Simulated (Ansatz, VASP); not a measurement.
GaN: VASP beside Ansatz

```
Ga N
1.0
     3.21594    0.00000    0.00000
    -1.60797    2.78508    0.00000
     0.00000    0.00000   15.74130
Ga N
6 6
Direct
  0.00000 0.00000 0.18753
  0.00000 0.00000 0.68753
  0.33333 0.66667 0.52071
  0.66667 0.33333 0.02071
  0.33333 0.66667 0.85398
  0.66667 0.33333 0.35398
  0.00000 0.00000 0.31265
  0.00000 0.00000 0.81265
  0.33333 0.66667 0.97921
  0.66667 0.33333 0.47921
  0.33333 0.66667 0.64592
  0.66667 0.33333 0.14592
```

Alike in both runs: functional PBE; k mesh 6 × 6 × 2; occupations gaussian, width 0.1 eV; no spin polarisation.

Ansatz relaxed the structure, and its values are those at the end. VASP's run is a single point on that final structure, the one shown.

|  | VASP | Ansatz |
| --- | --- | --- |
| version | VASP 6.6.1 | Ansatz 0.2.0 |
| potentials or method | VASP PAW PBE potentials, release 64 (Ga_d, N), cutoff 520 eV | scalar-relativistic, plane waves, PAW |
| valence electrons in the cell | 108 | 108 |

```tsv
	VASP	Ansatz	Ansatz less VASP
gap on the k mesh at the Fermi level (eV)	1.60	1.60	-0.006
least direct gap on the mesh (eV)	1.60	1.60	-0.006
pressure (GPa)	0.2	0.1	-0.08
```
